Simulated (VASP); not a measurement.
# Mg8HO8 (a cell with a defect) in VASP: a series of runs

The runs below take Mg8HO8 (a cell with a defect) through single point, with PBE.

All numbers are computed with VASP 6.6.1; they aren't measurements. Logs are shortened: lines on timing, memory, paths and dates and some standing lists are left out, and cuts for length are marked.

## 1. The cell of the first run

The cell holds a defect, 17 atoms: a = 5.955 Å, b = 5.955 Å, c = 5.955 Å, α = 60.00°, β = 60.00°, γ = 60.00°.

## 2. Single point, PBE

Contents of INCAR:

```
SYSTEM = Mg8HO8
PREC     = Accurate       ! precision mode
ENCUT    = 520            ! plane-wave cutoff, eV
EDIFF    = 1E-6           ! SCF threshold, eV
ISMEAR   = 0              ! smearing method
SIGMA    = 0.05           ! smearing width, eV
LREAL    = Auto         
LASPH    = .TRUE.         ! aspherical terms in the spheres
NELM     = 80             ! most SCF steps
ALGO     = Normal         ! electronic algorithm
ISIF     = 2              ! what is computed and relaxed
LWAVE    = .FALSE.        ! write WAVECAR
LCHARG   = .FALSE.        ! write CHGCAR
GGA      = PE             ! functional
NELECT   = 64.0         
NBANDS   = 46             ! bands
```

Contents of KPOINTS:

```
regular mesh
0
G
  2 2 2
  0 0 0
```

Contents of POSCAR:

```
Mg8HO8
1.0
    0.0000000000      4.2110000000      4.2110000000
    4.2110000000      0.0000000000      4.2110000000
    4.2110000000      4.2110000000      0.0000000000
Mg O H
8 8 1
Direct
    0.0183488483     -0.0026487770     -0.0030225600
    0.0052134885      0.0066972216      0.4988632154
    0.0117723819      0.5021046070      0.0049533365
    0.0117993351      0.5020574685      0.4908513417
    0.5116421278      0.0021042508      0.0347900736
    0.5116790549      0.0019424127      0.4613142959
    0.5070065305      0.5088376870     -0.0030345524
    0.5164666350      0.4955008312      0.4988684398
    0.2566008074      0.2572726193      0.2479686535
    0.3014766089      0.2124295892      0.7478817383
    0.2567824745      0.7473400617      0.2602828307
    0.2567735692      0.7473280693      0.7453052719
    0.7666071005      0.2570509380      0.2354517929
    0.7665954643      0.2570561624      0.7506025885
    0.7668470672      0.7469840893      0.2479273332
    0.7218059843      0.7920292092      0.7479073854
    0.5117906673      0.0025071242      0.7477308240
```

Potentials or basis: VASP PAW PBE potentials, release 64 (Mg, O, H).

Run with:

```
> cat potpaw_PBE.64/Mg/POTCAR potpaw_PBE.64/O/POTCAR potpaw_PBE.64/H/POTCAR > POTCAR
> mpirun -np 1 vasp_std > vasp.out
```

OUTCAR:

```text
SYSTEM = Mg8HO8
   PREC = Accurate
   ENCUT = 520
   EDIFF = 1E-6
   ISMEAR = 0
   LREAL = Auto
   LASPH = .TRUE.
   NELM = 80
   ISIF = 2
   GGA = PE
   NELECT = 64.0

 ion  position               nearest neighbor table
   1  0.018  0.997  0.997-  14 2.10  13 2.10  10 2.11  15 2.11  12 2.11  11 2.11   5 2.90   6 2.90
                             7 2.91   3 2.95   4 2.95   2 2.98   2 2.98   4 3.01   3 3.01   7 3.05
   2  0.005  0.007  0.499-  11 2.10  12 2.10  16 2.11   9 2.11  13 2.12  14 2.12   5 2.90   6 2.90
                             8 2.91   4 2.95   3 2.95   1 2.98   1 2.98   3 3.01   4 3.01   8 3.04
   3  0.012  0.502  0.005-   9 2.05  15 2.05  13 2.07  12 2.07  10 2.31  16 2.31   4 2.89   1 2.95
                             7 2.95   8 2.95   2 2.95   5 2.98   5 2.98   2 3.01   8 3.01   7 3.01
   4  0.012  0.502  0.491-   9 2.05  15 2.05  14 2.07  11 2.07  10 2.31  16 2.31   3 2.89   7 2.95
                             1 2.95   8 2.95   2 2.95   6 2.98   6 2.98   2 3.01   8 3.01   1 3.01
   5  0.512  0.002  0.035-  17 1.71   9 1.98  15 1.98  16 2.12  10 2.12  11 2.15  14 2.15   6 2.54
                             2 2.90   8 2.90   1 2.90   7 2.90   3 2.98   3 2.98   7 3.07   1 3.07
   6  0.512  0.002  0.461-  17 1.71  15 1.98   9 1.98  16 2.12  10 2.12  12 2.15  13 2.15   5 2.54
                             8 2.90   2 2.90   1 2.90   7 2.90   4 2.98   4 2.98   7 3.07   1 3.07
   7  0.507  0.509  0.997-  13 2.10  14 2.10  16 2.11   9 2.11  11 2.11  12 2.11   5 2.90   6 2.90
                             1 2.91   4 2.95   3 2.95   8 2.98   8 2.98   3 3.01   4 3.01   1 3.05
   8  0.516  0.496  0.499-  12 2.10  11 2.10  10 2.11  15 2.11  14 2.11  13 2.11   6 2.90   5 2.90
                             2 2.91   4 2.95   3 2.95   7 2.98   7 2.98   3 3.01   4 3.01   2 3.04
   9  0.257  0.257  0.248-   5 1.98   6 1.98   4 2.05   3 2.05   2 2.11   7 2.11
  10  0.301  0.212  0.748-  17 1.25   8 2.11   1 2.11   6 2.12   5 2.12   4 2.31   3 2.31
  11  0.257  0.747  0.260-   4 2.07   2 2.10   8 2.10   1 2.11   7 2.11   5 2.15
  12  0.257  0.747  0.745-   3 2.07   2 2.10   8 2.10   1 2.11   7 2.11   6 2.15
  13  0.767  0.257  0.235-   3 2.07   7 2.10   1 2.10   8 2.11   2 2.12   6 2.15
  14  0.767  0.257  0.751-   4 2.07   1 2.10   7 2.10   8 2.11   2 2.12   5 2.15
  15  0.767  0.747  0.248-   6 1.98   5 1.98   3 2.05   4 2.05   8 2.11   1 2.11
  16  0.722  0.792  0.748-  17 1.25   7 2.11   2 2.11   6 2.12   5 2.12   3 2.31   4 2.31
  17  0.512  0.003  0.748-  10 1.25  16 1.25   6 1.71   5 1.71

  LATTYP: Found a face centered cubic cell.
 ALAT       =     8.4220000000

  Lattice vectors:

 A1 = (   0.0000000000,   4.2110000000,   4.2110000000)
 A2 = (   4.2110000000,   0.0000000000,   4.2110000000)
 A3 = (   4.2110000000,   4.2110000000,   0.0000000000)

Analysis of symmetry for initial positions (statically):
=====================================================================
 Subroutine PRICEL returns:
 Original cell was already a primitive cell.

 Routine SETGRP: Setting up the symmetry group for a
 face centered cubic supercell.

 Subroutine GETGRP returns: Found  1 space group operations
 (whereof  1 operations were pure point group operations)
[... 148 lines left out ...]
     AMIX     =   0.40;   BMIX     =  1.00
     AMIX_MAG =   1.60;   BMIX_MAG =  1.00
  volume/ion in A,a.u.               =       8.78        59.28
  Fermi-wavevector in a.u.,A,eV,Ry     =   1.234259  2.332411 20.727046  1.523395
  Thomas-Fermi vector in A             =   2.368956
   LORBIT       =      0    0 simple, 1 ext, 2 COOP (PROOUT), +10 PAW based schemes
   GGA     = PE    functional components
   LHFCALC =     F    Hartree Fock is set to
   AEXX    =    0.0000 exact exchange contribution
   IVDW    =     0    specifies the selected vdW correction
   LEPSILON=     F    determine dielectric tensor
   LRPA    =     F    only Hartree local field effects (RPA)
 non-spin polarized calculation
 Gauss-broadening in eV      SIGMA  =   0.05
  energy-cutoff  :      520.00
  volume of cell :      149.34
 maximum number of plane-waves:      4044
 NGX is ok and might be reduce to    48
   NGX = 23   NGY = 23   NGZ = 23

 number of electron      64.0000000 magnetization

 Free energy of the ion-electron system (eV)
  ---------------------------------------------------
  ext. energy  EPLUGINS =         0.00000000
  ---------------------------------------------------
  free energy    TOTEN  =      -101.80131891 eV

  energy without entropy =     -101.80131891  energy(sigma->0) =     -101.80131891

 E-fermi :   3.5995     XC(G=0): -11.0499

 val. band max:        3.2824485349   @ k =   0.0000   0.0000   0.0000
 cond. band min:       7.6725899220   @ k =   0.0000   0.0000   0.0000
 fundamental gap:      4.3901413871
 Fermi energy:         3.5994824489

 k-point     1 :       0.0000    0.0000    0.0000
  band No.  band energies     occupation
      1     -15.0711      2.00000
      2     -13.4678      2.00000
      3     -13.4094      2.00000
      4     -12.8119      2.00000
      5     -12.4634      2.00000
      6     -12.3939      2.00000
[... 365 lines left out ...]
     43      14.4991      0.00000
     44      14.5755      0.00000
 [bands above 44 left out]

------------------------ aborting loop because EDIFF is reached ----------------------------------------

  FORCE on cell =-STRESS in cart. coord.  units (eV):
  Direction    XX          YY          ZZ          XY          YZ          ZX
  --------------------------------------------------------------------------------------
  -------------------------------------------------------------------------------------
  Total        1.6230518      1.6145914     -2.7454385      6.8670765      0.0000037      0.0004628
  in kB       17.4123446     17.3215801    -29.4534779     73.6710311      0.0000398      0.0049648
  external PRESSURE =       1.7601490 kB  Pullay stress =       0.0000000 kB

 VOLUME and BASIS-vectors are now :
 -----------------------------------------------------------------------------
  energy-cutoff  :      520.00
  volume of cell :      149.34
      direct lattice vectors                 reciprocal lattice vectors
     0.000000000  4.211000000  4.211000000    -0.118736642  0.118736642  0.118736642
     4.211000000  0.000000000  4.211000000     0.118736642 -0.118736642  0.118736642
     4.211000000  4.211000000  0.000000000     0.118736642  0.118736642 -0.118736642

 POSITION                                       TOTAL-FORCE (eV/Angst)
 -----------------------------------------------------------------------------------
      8.39812      4.27554      4.27711         0.008785     -0.006357     -0.015488
      2.12892      2.12267      0.05016         0.007894     -0.006730      0.016829
      2.13522      0.07043      2.16394         0.015846      0.015585     -0.003568
      4.18114      2.11666      2.16385        -0.012377     -0.016009     -0.002644
      0.15536      2.30103      2.16339         0.012765      0.014538      0.004181
      1.95077      4.09728      2.16286        -0.015135     -0.018464      0.006430
[... 9 lines left out ...]
      6.48467      6.18896      6.37476        -0.024792      0.029858      0.007352
      3.15925      5.30384      2.16571         0.001905     -0.002244     -0.002215
 -----------------------------------------------------------------------------------
    total drift:                               -0.000322     -0.000956      0.001239

  FREE ENERGIE OF THE ION-ELECTRON SYSTEM (eV)
  ---------------------------------------------------
  free  energy   TOTEN  =      -101.8013189148 eV

  energy  without entropy=     -101.8013189148  energy(sigma->0) =     -101.80131891
```

Wall time 63 s (1 thread of Intel Xeon 6975P-C (Granite Rapids), shared host); peak memory 0.33 GiB.

What came out:

```
Free energy   : -101.8013 eV
Largest force : 0.039 eV/Å
```

Forces on the atoms (eV/Å):
```
Mg   0.009 -0.006 -0.015
Mg   0.008 -0.007  0.017
Mg   0.016  0.016 -0.004
Mg  -0.012 -0.016 -0.003
Mg   0.013  0.015  0.004
Mg  -0.015 -0.018  0.006
Mg  -0.006  0.006 -0.020
Mg  -0.001  0.001  0.018
O   -0.005 -0.002 -0.001
O    0.025 -0.025  0.005
O   -0.003  0.005 -0.003
O   -0.007  0.002 -0.001
O    0.004  0.005 -0.002
O   -0.002 -0.004 -0.003
O    0.000  0.002 -0.002
O   -0.025  0.030  0.007
H    0.002 -0.002 -0.002
```

Caveat: the k points lie up to 0.65 Å⁻¹ apart; the cell carries a net charge on a neutralising background, which shifts energy and pressure; the cell is charged against a uniform background, so pressure and absolute levels hang on convention.

## 3. Single point, PBE

Contents of INCAR:

```
ALGO = Normal ; EDIFF = 1E-6
ENCUT = 520 ; GGA = PE
GGA_COMPAT = F ; ISIF = 2
ISMEAR = 0 ; LASPH = T
LCHARG = F ; LREAL = F
LWAVE = F ; NBANDS = 46
NELECT = 64.0 ; NELM = 120
PREC = Accurate ; SIGMA = 0.05
```

Contents of KPOINTS:

```
k-points
0
Gamma
  1 1 1
```

Contents of POSCAR:

```
Mg8HO8
1.0
    0.0000000000      4.2110000000      4.2110000000
    4.2110000000      0.0000000000      4.2110000000
    4.2110000000      4.2110000000      0.0000000000
Mg O H
8 8 1
Direct
    0.0168370933     -0.0000854904     -0.0045986701
    0.0030024935      0.0049780337      0.4997735692
    0.0102114700      0.5037384232      0.0082394918
    0.0104236523      0.5035979577      0.4854635479
    0.5114773213      0.0002374733      0.0336623130
    0.5114775588      0.0005497507      0.4617492282
    0.5090700546      0.5104165281     -0.0061244360
    0.5142096889      0.4960729043      0.4985625742
    0.2578240323      0.2561505581      0.2465597245
    0.3110634054      0.2026941344      0.7463488483
    0.2493891000      0.7408108525      0.2723558537
    0.2493249822      0.7403083591      0.7449044170
    0.7734503681      0.2649865828      0.2207633579
    0.7734419378      0.2645580622      0.7484602232
    0.7654662788      0.7484475184      0.2468804322
    0.7095528378      0.8046084066      0.7466855854
    0.5010113987      0.0161985277      0.7449924009
```

Potentials or basis: VASP PAW PBE potentials, release 64 (Mg, O, H).

Run with:

```
> cat potpaw_PBE.64/Mg/POTCAR potpaw_PBE.64/O/POTCAR potpaw_PBE.64/H/POTCAR > POTCAR
> mpirun -np 1 vasp_gam > vasp.out
```

Run time: 48 s. Hardware: 1 thread of Intel Xeon 8259CL, shared host; peak memory 0.3 GiB.

The run converged. Its results:

| Item | Value |
| --- | --- |
| Free energy | -95.5793 eV |
| Largest force | 0.059 eV/Å |

Forces in eV/Å, atoms in the order of the input:
```
Mg  -0.002 -0.003 -0.022
Mg   0.001 -0.003  0.002
Mg   0.006  0.013  0.001
Mg  -0.017 -0.011 -0.002
Mg  -0.008  0.029  0.009
Mg  -0.037  0.012  0.004
Mg  -0.007  0.006 -0.009
Mg   0.002 -0.002  0.031
O   -0.013  0.023 -0.010
O    0.043 -0.032  0.025
O   -0.006 -0.002 -0.001
O    0.007  0.006  0.009
O    0.001  0.006 -0.012
O   -0.004 -0.005  0.001
O    0.012 -0.009 -0.009
O    0.003 -0.007  0.014
H    0.019 -0.020 -0.031
```

Levels at points of the mesh, in eV from the Fermi level:
```csv
k point,band 29,band 30,band 31,band 32,band 33,band 34,band 35,band 36
"(0.00, 0.00, 0.00)",-0.56,-0.36,-0.29,-0.23,4.05,6.64,7.45,7.47
```

Caveat: the k points lie up to 1.29 Å⁻¹ apart; the cell carries a net charge on a neutralising background, which shifts energy and pressure; the cell is charged against a uniform background, so pressure and absolute levels hang on convention.
